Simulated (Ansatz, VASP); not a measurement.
**Two plane-wave programs on BeS**

```
CELL_PARAMETERS angstrom
0.00000 2.43789 2.43789
2.43789 0.00000 2.43789
2.43789 2.43789 0.00000
ATOMIC_POSITIONS crystal
Be 0.00000 0.00000 0.00000
S 0.25000 0.25000 0.25000
```

Alike in both runs: functional PBE; k mesh 8 × 8 × 8; occupations gaussian, width 0.02 eV; no spin polarisation.

Ansatz relaxed the structure, and its values are those at the end. VASP's run is a single point on that final structure, the one shown.

```csv
,VASP,Ansatz
version,VASP 6.6.1,Ansatz 0.2.0
potentials or method,"VASP PAW PBE potentials, release 64 (Be, S), cutoff 600 eV","scalar-relativistic, plane waves, PAW"
valence electrons in the cell,8,8
```

VASP gave:

| Item | Value |
| --- | --- |
| gap on the k mesh at the Fermi level (eV) | 3.15 |
| least direct gap on the mesh (eV) | 5.68 |
| pressure (GPa) | 0.1 |

Task: Which values does Ansatz return?

Result: gap on the k mesh at the Fermi level (eV): 3.15; least direct gap on the mesh (eV): 5.66; pressure (GPa): 0.0.
